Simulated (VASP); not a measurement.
Crystal: TeO5.

```xyz
6
Lattice="2.7148 0.0000 0.0000 0.0000 2.7148 0.0000 0.0000 0.0000 11.4999" Properties=species:S:1:pos:R:3 pbc="T T T"
Te    1.3574    1.3574    0.0000
O     1.3574    1.3574    3.8465
O     1.3574    1.3574    7.6534
O     0.0000    0.0000    2.0238
O     0.0000    0.0000    9.4761
O     0.0000    0.0000    5.7500
```

The cell was generated, and may not be a known phase.

- Program: VASP 6.6.1
- Task: relaxation of cell and atoms
- Functional: PBE
- Potentials or basis: VASP PAW PBE potentials, release 64 (Te, O)
- Cutoff: 600 eV
- k mesh: 6 × 6 × 2
- Occupations: gaussian, width 0.1 eV
- Spin: no spin polarisation

At the start: pressure -9.3 GPa; volume 14.13 Å³/atom.

**Question.** How do energy, volume and symmetry change on relaxing?

**Answer.** Over 30 steps the energy falls by 1465.4 meV/atom and the volume is 10.84 Å³/atom (-23.2 %); space group P4/mmm (No. 123, to 0.1 Å) before and after.

Step by step:
```tsv
step	energy change (eV)	largest force (eV/Å)	pressure (GPa)	volume (Å³)
1	0.0000	1.4340	-9.30	84.76
2	-1.9313	2.3220	-6.55	74.79
3	-4.4473	1.6793	26.55	56.17
4	-5.0114	1.3610	25.48	55.98
5	-5.1475	1.9989	25.57	55.59
6	-5.3199	2.9122	37.07	54.18
7	-6.7278	0.3269	10.17	60.86
8	-7.0719	0.5116	-1.24	65.56
9	-7.0454	1.4059	-18.34	75.22
10	-7.1439	0.7794	-8.21	69.19
11	-7.5198	1.7126	-8.59	69.23
12	-7.9945	2.9480	-5.18	68.86
13	-7.9680	4.2772	0.83	68.02
14	-8.0450	2.9342	-2.91	68.46
15	-8.2967	2.3006	-3.15	67.78
16	-8.7494	0.4878	-1.32	65.74
17	-8.7499	0.6676	0.77	65.52
18	-8.7507	0.6050	0.47	65.60
19	-8.7779	0.0785	-0.37	65.67
20	-8.7857	0.3380	-0.92	65.73
21	-8.7858	0.3784	-0.98	65.74
22	-8.7896	0.2776	-1.29	65.49
23	-8.7900	0.1263	-1.21	65.55
24	-8.7919	0.0497	-0.32	65.16
25	-8.7919	0.0557	0.35	64.94
26	-8.7920	0.0528	0.12	65.04
27	-8.7920	0.0522	0.02	65.08
28	-8.7920	0.0526	0.00	65.07
29	-8.7920	0.0529	0.02	65.05
30	-8.7921	0.0355	0.04	65.05
```

Final structure:
```xyz
6
Lattice="3.5061 0.0000 0.0000 0.0000 3.5061 0.0000 0.0000 0.0000 5.2922" Properties=species:S:1:pos:R:3 pbc="T T T"
Te    1.7530    1.7530    0.0000
O     1.7530    1.7530    2.0034
O     1.7530    1.7530    3.2888
O     0.0000    0.0000    0.9999
O     0.0000    0.0000    4.2923
O     0.0000    0.0000    2.6461
```

Caveat: the k points lie up to 0.59 Å⁻¹ apart in the final cell, too coarse for converged energies and pressures of a metal; the volume moved by over 15 % at a fixed basis, so the end points are rough.
